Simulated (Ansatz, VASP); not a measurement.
**Si2W: VASP beside Ansatz**

Contents of INCAR:

```
SYSTEM = Si2W
PREC = Accurate
ENCUT = 520
EDIFF = 1E-6
ISMEAR = -1
SIGMA = 0.08
LREAL = .FALSE.
LASPH = .TRUE.
NELM = 60
ALGO = Normal
ISIF = 2
LWAVE = .FALSE.
LCHARG = .FALSE.
GGA = PE
NBANDS = 18
```

The input KPOINTS:

```
Automatic mesh
0
G
  9 9 9
  0 0 0
```

Contents of POSCAR:

```
Si2W
1.0
    0.0000000000      2.7378232104      2.7378232104
    2.7378232104      0.0000000000      2.7378232104
    2.7378232104      2.7378232104      0.0000000000
W Si
1 2
Direct
    0.0000000000      0.0000000000      0.0000000000
    0.2500000000      0.2500000000      0.2500000000
    0.7500000000      0.7500000000      0.7500000000
```

Input for Ansatz:

```yaml
crystal:
  lattice:
    - [0.0, 2.7378232104, 2.7378232104]
    - [2.7378232104, 0.0, 2.7378232104]
    - [2.7378232104, 2.7378232104, 0.0]
  atoms:
    - { symbol: W, position: [0.0, 0.0, 0.0] }
    - { symbol: Si, position: [0.25, 0.25, 0.25] }
    - { symbol: Si, position: [0.75, 0.75, 0.75] }
kpoints:
  mp_grid: { grid: [9, 9, 9] }
scf:
  occupations: { method: fermi_dirac, width: 0.08 }
hamiltonian:
  xc: pbe
  pseudopotentials: { kind: paw }
output:
  forces: true
  stress: true
  eigenvalues: true
  populations: true
  write_density: true
  write_potential: true
  elf: true
  volumetric_format: npy
```

Change from the starting cell: volume scaled by 0.8, PAW files.

Alike in both runs: task single point; functional PBE; k mesh 9 × 9 × 9; occupations fermi-dirac, width 0.08 eV; no spin polarisation.

|  | VASP | Ansatz |
| --- | --- | --- |
| version | VASP 6.6.1 | Ansatz 0.2.0 |
| potentials or method | VASP PAW PBE potentials, release 64 (W_sv, Si) | PAW with Ansatz's default frozen-core files, scalar-relativistic |
| plane-wave cutoff (eV) | 520 | 420 |
| valence electrons in the cell | 22 | 22 |

Ansatz gave:

```
pressure (GPa) : 47.5
```

Which values does VASP return?

Pressure (GPa): 47.7.

Both programs put the cell under a high pressure, so it lies far from rest at this level. The functional is the same, so the differences come from potentials, cutoffs and numerics.

Spin-orbit coupling is off throughout.
